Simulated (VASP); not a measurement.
IrRu2: single point with PBE

IrRu2:

```
CELL_PARAMETERS angstrom
2.70792 0.00000 0.00000
-1.35396 2.34513 0.00000
0.00000 0.00000 6.64551
ATOMIC_POSITIONS crystal
Ru 0.33333 0.66667 0.66164
Ru 0.66667 0.33333 0.33836
Ir 0.00000 0.00000 0.00000
```

```
Program             : VASP 6.6.1
Task                : single point
Functional          : PBE
Potentials or basis : VASP PAW PBE potentials, release 64 (Ru_pv, Ir)
Cutoff              : 500 eV
k mesh              : 18 × 18 × 8
Occupations         : fermi-dirac, width 0.15 eV
Spin                : no spin polarisation
```

- Pressure: 0.1 GPa
- Largest force: 0.018 eV/Å
- Band gap on the k mesh: zero (an odd number of electrons rules out a gap without spin polarisation)

Forces in eV/Å, atoms in the order of the input:
```
Ru   0.000  0.000 -0.018
Ru   0.000  0.000  0.018
Ir   0.000  0.000  0.000
```

Levels at points of the mesh, in eV from the Fermi level:
```csv
k point,band 16,band 17,band 18,band 19,band 20,band 21
"(0.00, 0.00, 0.00)",-2.44,-2.27,-1.92,-0.44,-0.44,0.23
"(0.50, 0.00, 0.00)",-2.00,1.31,1.48,1.59,1.95,1.98
"(0.00, 0.00, 0.50)",-2.27,-2.27,-0.77,-0.77,-0.40,-0.40
"(0.50, 0.00, 0.50)",-0.21,0.30,0.43,1.35,1.42,1.64
```

It took 6 min on 1 thread of Oxide Virtual Turin-like Processor, with other jobs on the host, peak memory 0.32 GiB.

Caveat: spin-orbit coupling is left out, which moves the levels of the heavy elements.
